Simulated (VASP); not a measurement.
# GaP (F-43m) in VASP: a series of runs

The runs below take GaP through single point, with LDA.

Everything below comes from runs of VASP 6.6.1. Logs are shortened: lines on timing, memory, paths and dates and some standing lists are left out, and cuts for length are marked.

**1. The cell of the first run**

Symmetry: F-43m, No. 216, cubic system. Conventional cell: a = 5.487 Å, b = 5.487 Å, c = 5.487 Å, α = 90.00°, β = 90.00°, γ = 90.00°. Ga (site symmetry -43m) has 4 P at 2.38 Å within 3.1 Å. Within 3.1 Å of P (site symmetry -43m) lie 4 Ga at 2.38 Å.

**2. Single point, LDA (volume scaled by 1.02)**

Contents of INCAR:

```
SYSTEM = GaP
PREC = Accurate
ENCUT = 520
EDIFF = 1E-6
ISMEAR = -1
SIGMA = 0.05
LREAL = .FALSE.
LASPH = .TRUE.
NELM = 100
ALGO = Normal
ISIF = 2
LWAVE = .FALSE.
LCHARG = .FALSE.
GGA = CA
NBANDS = 16
```

Contents of KPOINTS:

```
regular mesh
0
G
  10 10 10
  0 0 0
```

Contents of POSCAR:

```
GaP
1.0
    0.0000000000      2.7432985392      2.7432985392
    2.7432985392      0.0000000000      2.7432985392
    2.7432985392      2.7432985392      0.0000000000
Ga P
1 1
Direct
    0.0000000000      0.0000000000      0.0000000000
    0.7500000000      0.7500000000      0.7500000000
```

Potentials or basis: VASP PAW LDA potentials, release 64 (Ga_d, P).

Started as:

```sh
> cat potpaw_LDA.64/Ga_d/POTCAR potpaw_LDA.64/P/POTCAR > POTCAR
> mpirun -np 1 vasp_std > vasp.out
```

OUTCAR:

```text
SYSTEM = GaP
   PREC = Accurate
   ENCUT = 520
   EDIFF = 1E-6
   ISMEAR = -1
   LREAL = .FALSE.
   LASPH = .TRUE.
   NELM = 100
   ISIF = 2
   GGA = CA

 ion  position               nearest neighbor table
   1  0.000  0.000  0.000-   2 2.38   2 2.38   2 2.38   2 2.38
   2  0.750  0.750  0.750-   1 2.38   1 2.38   1 2.38   1 2.38

  LATTYP: Found a face centered cubic cell.
 ALAT       =     5.4865970784

  Lattice vectors:

 A1 = (   0.0000000000,   2.7432985392,   2.7432985392)
 A2 = (   2.7432985392,   0.0000000000,   2.7432985392)
 A3 = (   2.7432985392,   2.7432985392,   0.0000000000)

Analysis of symmetry for initial positions (statically):
=====================================================================
 Subroutine PRICEL returns:
 Original cell was already a primitive cell.

 Routine SETGRP: Setting up the symmetry group for a
 face centered cubic supercell.

 Subroutine GETGRP returns: Found 24 space group operations
 (whereof 24 operations were pure point group operations)
 out of a pool of 48 trial point group operations.

The static configuration has the point symmetry T_d .

Analysis of symmetry for dynamics (positions and initial velocities):
=====================================================================
 Subroutine PRICEL returns:
 Original cell was already a primitive cell.

 Routine SETGRP: Setting up the symmetry group for a
 face centered cubic supercell.

 Subroutine GETGRP returns: Found 24 space group operations
 (whereof 24 operations were pure point group operations)
 out of a pool of 48 trial point group operations.

The dynamic configuration has the point symmetry T_d .

 Subroutine INISYM returns: Found 24 space group operations
 (whereof 24 operations are pure point group operations),
 and found     1 'primitive' translations

----------------------------------------------------------------------------------------

                                     Primitive cell

  volume of cell :      41.2904

  direct lattice vectors                    reciprocal lattice vectors
     0.000000000  2.743298539  2.743298539    -0.182262336  0.182262336  0.182262336
     2.743298539  0.000000000  2.743298539     0.182262336 -0.182262336  0.182262336
     2.743298539  2.743298539  0.000000000     0.182262336  0.182262336 -0.182262336

  length of vectors
     3.879610000  3.879610000  3.879610000     0.315687626  0.315687626  0.315687626

  position of ions in fractional coordinates (direct lattice)
     0.000000000  0.000000000  0.000000000
     0.750000000  0.750000000  0.750000000

  ion indices of the primitive-cell ions
   primitive index   ion index
                 1           1
                 2           2

----------------------------------------------------------------------------------------

 KPOINTS: regular mesh

Automatic generation of k-mesh.
 Grid dimensions read from file:
 generate k-points for:   10   10   10

 Generating k-lattice:

  Cartesian coordinates                     Fractional coordinates (reciprocal lattice)
    -0.018226234  0.018226234  0.018226234     0.100000000  0.000000000  0.000000000
     0.018226234 -0.018226234  0.018226234     0.000000000  0.100000000  0.000000000
     0.018226234  0.018226234 -0.018226234     0.000000000  0.000000000  0.100000000

  Length of vectors
     0.031568763  0.031568763  0.031568763

  Shift w.r.t. Gamma in fractional coordinates (k-lattice)
     0.000000000  0.000000000  0.000000000

 Subroutine IBZKPT returns following result:
 ===========================================

 Found     47 irreducible k-points:

 Following reciprocal coordinates:
            Coordinates               Weight
  0.000000  0.000000  0.000000      1.000000
  0.100000  0.000000  0.000000      8.000000
  0.200000  0.000000  0.000000      8.000000
  0.300000  0.000000  0.000000      8.000000
  0.400000  0.000000  0.000000      8.000000
  0.500000  0.000000  0.000000      4.000000
[... 16 lines left out ...]
  0.300000  0.300000  0.000000      6.000000
  0.400000  0.300000  0.000000     24.000000
 [... further k-points ...]
   k-points           NKPTS =     47   k-points in BZ     NKDIM =     47   number of bands    NBANDS=     16
   number of dos      NEDOS =    301   number of ions     NIONS =      2
   total plane-waves  NPLWV =  27000
   dimension x,y,z NGX =    30 NGY =   30 NGZ =   30
   dimension x,y,z NGXF=    60 NGYF=   60 NGZF=   60
   ions per type =               1   1
   NGX,Y,Z   is equivalent  to a cutoff of  12.86, 12.86, 12.86 a.u.
   NGXF,Y,Z  is equivalent  to a cutoff of  25.71, 25.71, 25.71 a.u.
 SYSTEM =  GaP
   PREC   = accura    normal or accurate (medium, high low for compatibility)
   ISTART =      0    job   : 0-new  1-cont  2-samecut
   ICHARG =      2    charge: 1-file 2-atom 10-const
   ISPIN  =      1    spin polarized calculation?
   LNONCOLLINEAR =      F non collinear calculations
   LSORBIT =      F    spin-orbit coupling
   LASPH  =      T    aspherical Exc in radial PAW
   ENCUT  =  520.0 eV  38.22 Ry    6.18 a.u.   7.21  7.21  7.21*2*pi/ulx,y,z
   NELM   =    100;   NELMIN=  2; NELMDL= -5     # of ELM steps
   EDIFF  = 0.1E-05   stopping-criterion for ELM
   LREAL  =      F    real-space projection
   EDIFFG = 0.1E-04   stopping-criterion for IOM
   NSW    =      0    number of steps for IOM
   IBRION =     -1    ionic relax: 0-MD 1-quasi-New 2-CG
   NFREE  =      0    steps in history (QN), initial steepest desc. (CG)
   ISIF   =      2    stress and relaxation
   ISYM   =      2    0-nonsym 1-usesym 2-fastsym
   POTIM  = 0.5000    time-step for ionic-motion
   TEBEG  =    0.0;   TEEND  =   0.0 temperature during run
   PSTRESS=    0.0 pullay stress
   NELECT =      18.0000    total number of electrons
   NUPDOWN=      -1.0000    fix difference up-down
   EMIN   =  10.00;   EMAX   =-10.00  energy-range for DOS
   EFERMI =   0.00;   METHOD = LEGACY
   ISMEAR =    -1;   SIGMA  =   0.05  broadening in eV -4-tet -1-fermi 0-gaus
   EFERMI_NEDOS =   21; number of points for ismear=-14 and -15
   IALGO  =     38    algorithm
   IMIX   =      4    mixing-type and parameters
     AMIX     =   0.40;   BMIX     =  1.00
     AMIX_MAG =   1.60;   BMIX_MAG =  1.00
  volume/ion in A,a.u.               =      20.65       139.32
  Fermi-wavevector in a.u.,A,eV,Ry     =   1.241317  2.345748 20.964770  1.540867
  Thomas-Fermi vector in A             =   2.375720
   LORBIT       =      0    0 simple, 1 ext, 2 COOP (PROOUT), +10 PAW based schemes
   GGA     = CA    functional components
   LHFCALC =     F    Hartree Fock is set to
   AEXX    =    0.0000 exact exchange contribution
   IVDW    =     0    specifies the selected vdW correction
   LEPSILON=     F    determine dielectric tensor
   LRPA    =     F    only Hartree local field effects (RPA)
 non-spin polarized calculation
  energy-cutoff  :      520.00
  volume of cell :       41.29
 maximum number of plane-waves:      1139
 NGX is ok and might be reduce to    30
   NGX = 15   NGY = 15   NGZ = 15

 number of electron      17.9999997 magnetization

 Free energy of the ion-electron system (eV)
  ---------------------------------------------------
  ext. energy  EPLUGINS =         0.00000000
  ---------------------------------------------------
  free energy    TOTEN  =       -10.42553644 eV

  energy without entropy =      -10.42553643  energy(sigma->0) =      -10.42553644

 E-fermi :   5.0071     XC(G=0): -10.0766

 val. band max:        4.3018151067   @ k =   0.0000   0.0000   0.0000
 cond. band min:       5.7568348178   @ k =   0.5000   0.0000   0.0000
 fundamental gap:      1.4550197111
 Fermi energy:         5.0070660654

 k-point     1 :       0.0000    0.0000    0.0000
  band No.  band energies     occupation
      1     -10.3684      2.00000
      2     -10.3684      2.00000
      3     -10.3684      2.00000
      4     -10.2761      2.00000
      5     -10.2761      2.00000
      6      -8.0603      2.00000
[... 8 lines left out ...]
     15      14.0711      0.00000
     16      14.0711      0.00000

 k-point     2 :       0.1000    0.0000    0.0000
  band No.  band energies     occupation
      1     -10.3758      2.00000
      2     -10.3656      2.00000
      3     -10.3656      2.00000
      4     -10.2761      2.00000
      5     -10.2761      2.00000
      6      -7.9337      2.00000
[... 8 lines left out ...]
     15      13.5781      0.00000
     16      13.5781      0.00000

 k-point     3 :       0.2000    0.0000    0.0000
  band No.  band energies     occupation
      1     -10.3942      2.00000
      2     -10.3586      2.00000
      3     -10.3586      2.00000
      4     -10.2757      2.00000
      5     -10.2757      2.00000
      6      -7.5657      2.00000
[... 8 lines left out ...]
     15      13.1410      0.00000
     16      14.0720      0.00000

 k-point     4 :       0.3000    0.0000    0.0000
  band No.  band energies     occupation
      1     -10.4156      2.00000
      2     -10.3514      2.00000
      3     -10.3514      2.00000
      4     -10.2737      2.00000
      5     -10.2737      2.00000
      6      -7.0012      2.00000
[... 8 lines left out ...]
     15      13.5301      0.00000
     16      13.7269      0.00000
[... 324 lines left out ...]
 k-point    22 :      -0.2000    0.2000    0.0000
  band No.  band energies     occupation
      1     -10.4207      2.00000
      2     -10.3468      2.00000
      3     -10.3460      2.00000
      4     -10.2793      2.00000
      5     -10.2721      2.00000
      6      -6.8076      2.00000
[... 8 lines left out ...]
     15      15.3541      0.00000
     16      16.0657      0.00000

 k-point    23 :       0.3000    0.3000    0.0000
  band No.  band energies     occupation
      1     -10.4418      2.00000
      2     -10.3298      2.00000
      3     -10.3298      2.00000
      4     -10.2960      2.00000
      5     -10.2629      2.00000
      6      -6.6323      2.00000
[... 8 lines left out ...]
     15      15.4066      0.00000
     16      17.6770      0.00000

 k-point    24 :       0.4000    0.3000    0.0000
  band No.  band energies     occupation
      1     -10.4525      2.00000
      2     -10.3244      2.00000
      3     -10.3225      2.00000
      4     -10.2985      2.00000
      5     -10.2609      2.00000
      6      -6.1218      2.00000
[... 8 lines left out ...]
     15      16.0421      0.00000
     16      17.7368      0.00000

 [... further k-points ...]

------------------------ aborting loop because EDIFF is reached ----------------------------------------

  FORCE on cell =-STRESS in cart. coord.  units (eV):
  Direction    XX          YY          ZZ          XY          YZ          ZX
  --------------------------------------------------------------------------------------
  -------------------------------------------------------------------------------------
  Total       -1.0672569     -1.0672569     -1.0672569      0.0000000      0.0000000      0.0000000
  in kB      -41.4123957    -41.4123957    -41.4123957      0.0000000      0.0000000      0.0000000
  external PRESSURE =     -41.4123957 kB  Pullay stress =       0.0000000 kB

 VOLUME and BASIS-vectors are now :
 -----------------------------------------------------------------------------
  energy-cutoff  :      520.00
  volume of cell :       41.29
      direct lattice vectors                 reciprocal lattice vectors
     0.000000000  2.743298539  2.743298539    -0.182262336  0.182262336  0.182262336
     2.743298539  0.000000000  2.743298539     0.182262336 -0.182262336  0.182262336
     2.743298539  2.743298539  0.000000000     0.182262336  0.182262336 -0.182262336

 POSITION                                       TOTAL-FORCE (eV/Angst)
 -----------------------------------------------------------------------------------
      0.00000      0.00000      0.00000        -0.000000     -0.000000     -0.000000
      4.11495      4.11495      4.11495         0.000000      0.000000      0.000000
 -----------------------------------------------------------------------------------
    total drift:                               -0.000000     -0.000000     -0.000000

  FREE ENERGIE OF THE ION-ELECTRON SYSTEM (eV)
  ---------------------------------------------------
  free  energy   TOTEN  =       -10.4255364424 eV

  energy  without entropy=      -10.4255364321  energy(sigma->0) =      -10.42553644
```

Wall time 28 s (1 thread of Intel Xeon Platinum 8488C (Sapphire Rapids), shared host); peak memory 0.16 GiB.

Results:

```yaml
Free_energy: -10.4255 eV
Pressure: -4.1 GPa
Band_gap_on_the_k_mesh: 1.46 eV, indirect (least direct gap 1.47 eV)
```

Levels at points of the mesh, in eV from the valence-band top:
```
           k point  band 7  band 8  band 9  band 10  band 11  band 12
(0.00, 0.00, 0.00)    0.00    0.00    0.00     1.47     3.80     3.80
(0.50, 0.00, 0.00)   -6.60   -1.10   -1.10     1.46     4.64     4.64
(0.50, 0.50, 0.00)   -6.75   -2.64   -2.64     1.54     1.70    10.30
```

**3. Single point, LDA (volume scaled by 1.02)**

Contents of INCAR:

```
PREC = Accurate
ENCUT = 520
EDIFF = 1E-6
ISMEAR = -1
SIGMA = 0.05
LREAL = False
LASPH = True
NELM = 100
ALGO = Normal
ISIF = 2
LWAVE = False
LCHARG = False
GGA = CA
NBANDS = 16
```

Contents of KPOINTS:

```
regular mesh
0
Gamma
  10 10 10
```

POSCAR is that of step 2.

Potentials or basis: VASP PAW LDA potentials, release 64 (Ga_d, P).

Started as:

```sh
> cat potpaw_LDA.64/Ga_d/POTCAR potpaw_LDA.64/P/POTCAR > POTCAR
> mpirun -np 1 vasp_std > vasp.out
```

Run time: 24 s. Hardware: 1 thread of Intel Xeon Platinum 8488C (Sapphire Rapids), shared host; peak memory 0.16 GiB.

Results (log left out):

```yaml
Free_energy: -10.4255 eV
Pressure: -4.1 GPa
Band_gap_on_the_k_mesh: 1.46 eV, indirect (least direct gap 1.47 eV)
```

Levels at points of the mesh, in eV from the valence-band top:
```
           k point  band 6  band 7  band 8  band 9  band 10  band 11  band 12  band 13
(0.00, 0.00, 0.00)  -12.36    0.00    0.00    0.00     1.47     3.80     3.80     3.80
(0.50, 0.00, 0.00)  -10.34   -6.60   -1.10   -1.10     1.46     4.64     4.64     8.01
(0.50, 0.50, 0.00)   -9.45   -6.75   -2.64   -2.64     1.54     1.70    10.30    10.30
```

 A k mesh can miss the band edges.

(Continued in part 2 of 2.)
